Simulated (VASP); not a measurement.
C, 12 atoms in the cell. The structure is hexagonal, space group P6_3/mmc (No. 194). The conventional cell has a = 2.344 Å, b = 2.344 Å, c = 13.051 Å, α = 90.00°, β = 90.00°, γ = 120.00°. C (site symmetry 3m) has 4 C at 1.46 to 1.65 Å within 1.9 Å. Within 1.9 Å of C (site symmetry 3m) lie 4 C at 1.46 to 1.62 Å. C (site symmetry 3m) has 4 C at 1.46 to 1.62 Å within 1.9 Å. 

- Program: VASP 6.6.1
- Task: single point
- Functional: PBE
- Potentials or basis: VASP PAW PBE potentials, release 64 (C)
- Cutoff: 520 eV
- k mesh: 12 × 12 × 2
- Occupations: gaussian, width 0.05 eV
- Spin: no spin polarisation
- Dipole correction: no
- Further INCAR settings: ALGO = Normal; EDIFF = 1e-07; NBANDS = 36

Potentials or basis: VASP PAW PBE potentials, release 64 (C).

Run with:

```console
$ cat potpaw_PBE.64/C/POTCAR > POTCAR
$ mpirun -np 1 vasp_std > vasp.out
```

Hardware: 1 thread of Intel(R) Xeon(R) 6975P-C (Granite Rapids), on a shared host.

Task: How long does it take, and how much memory?

Result: It took 43 s on 1 thread of Intel(R) Xeon(R) 6975P-C (Granite Rapids), on a shared host, peak memory 0.2 GiB. Counts: scf iterations 14, k points 38.
